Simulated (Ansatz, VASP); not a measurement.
**C in VASP and in Ansatz**

```
C
1.0
     0.00000    1.48767    1.48767
     1.48767    0.00000    1.48767
     1.48767    1.48767    0.00000
C
1
Cartesian
  0.0000 0.0000 0.0000
```

Alike in both runs: task single point; functional RPBE; k mesh 19 × 19 × 19; occupations fermi-dirac, width 0.1 eV; no spin polarisation.

|  | VASP | Ansatz |
| --- | --- | --- |
| version | VASP 6.6.1 | Ansatz 0.2.0 |
| potentials or method | VASP PAW PBE potentials, release 64 (C), cutoff 520 eV | plane waves (420 eV) with PAW, scalar-relativistic |
| valence electrons in the cell | 4 | 4 |

|  | VASP | Ansatz | Ansatz less VASP |
| --- | --- | --- | --- |
| pressure (GPa) | 23.1 | 23.0 | -0.08 |

VASP's potentials were made for PBE, not for RPBE. With one functional, cell and mesh, what is left measures potentials, basis and numerics.
